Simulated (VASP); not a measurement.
Here is a VASP 6.6.1 calculation.

INCAR

```
SYSTEM = Li3Ga5
  PREC = Accurate
  ENCUT = 520
  EDIFF = 1E-6
  ISMEAR = 0
  SIGMA = 0.1
  LREAL = Auto
  LASPH = .TRUE.
  NELM = 100
  ALGO = Fast
  ISIF = 2
  LWAVE = .FALSE.
  LCHARG = .FALSE.
  GGA = PE
  NBANDS = 88
  ISYM = 0
```

The input KPOINTS:

```
Automatic mesh
0
Gamma
  2 2 2
  0.5 0.5 0.5
```

The input POSCAR:

```
Li3Ga5
1.0
   -5.1986894601      5.1995205829     -3.3230855029
    3.8665201997      3.8654267349      3.3211609154
    5.2035608201     -5.1975959954     -3.3260322754
Li Ga
6 10
Direct
    0.2548289854      1.0002399015      0.7518867703
    0.5008157856      0.7458551407      0.7473543291
    0.7283099315      0.7483711806      0.4761027504
    1.0029248136      1.0000313084      1.0026449047
   -0.0004967335      0.7458197383      0.2492646502
    0.2727872661      0.7472975797      0.0216143602
    0.0272073116      0.2492893412      0.7760203127
    0.4967782582      1.0039366864      0.5041100519
    0.7633287203      0.4916784101      0.7303255701
    0.2539219800      0.2567594420      0.5033587584
   -0.0167657461      0.4914212899      0.5130626506
    0.7553358001      1.0039360879      0.2440069918
    0.4766939019      0.2505049193      0.2245533254
    0.2416295533      0.4935356551      0.2545463301
    0.7549998261      0.2572113410      0.0018381698
    0.5056873711      0.4936177193     -0.0108456524
```

Potentials or basis: VASP PAW PBE potentials, release 64 (Li_sv, Ga_d).

Command:

```bash
$ cat potpaw_PBE.64/Li_sv/POTCAR potpaw_PBE.64/Ga_d/POTCAR > POTCAR
$ mpirun -np 1 vasp_std > vasp.out
```

**Question.** Predict the band gap on the k mesh.

**Answer.** Zero (bands 74 and 75 overlap by 0.42 eV).

**Question.** What does it give for the largest force?

**Answer.** 0.012 eV/Å.

Forces in eV/Å, atoms in the order of the input:
```
Li  -0.009 -0.004  0.005
Li  -0.002 -0.003  0.005
Li   0.003  0.009 -0.001
Li  -0.006 -0.007  0.003
Li   0.000 -0.006 -0.001
Li   0.005  0.011 -0.002
Ga  -0.005 -0.002  0.004
Ga   0.000 -0.007 -0.001
Ga  -0.002  0.006  0.003
Ga   0.000  0.000  0.004
Ga   0.002  0.005  0.003
Ga  -0.005 -0.004 -0.004
Ga  -0.001 -0.005 -0.011
Ga   0.006  0.001  0.000
Ga   0.005  0.000 -0.005
Ga   0.009  0.004 -0.002
```

Caveat: the k points lie up to 0.59 Å⁻¹ apart.
